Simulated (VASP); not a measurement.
A run of VASP 6.6.1 is set up as follows.

Contents of INCAR:

```
SYSTEM = Sb
  PREC = Accurate
  ENCUT = 520
  EDIFF = 1E-6
  ISMEAR = 0
  SIGMA = 0.022
  LREAL = .False.
  LASPH = .True.
  NELM = 100
  ALGO = Normal
  ISIF = 2
  LWAVE = .False.
  LCHARG = .False.
  GGA = PE
  NBANDS = 8
```

The input KPOINTS:

```
regular mesh
0
Gamma
  10 10 10
  0 0 0
```

POSCAR

```
Sb
1.0
   -1.8713408863      1.8713408863      1.8713408863
    1.8713408863     -1.8713408863      1.8713408863
    1.8713408863      1.8713408863     -1.8713408863
Sb
1
Direct
    0.0000000000      0.0000000000      0.0000000000
```

Potentials or basis: VASP PAW PBE potentials, release 64 (Sb).

Launch:

```console
$ cat potpaw_PBE.64/Sb/POTCAR > POTCAR
$ mpirun -np 1 vasp_std > vasp.out
```

What does it give for the pressure?

3.0 GPa.
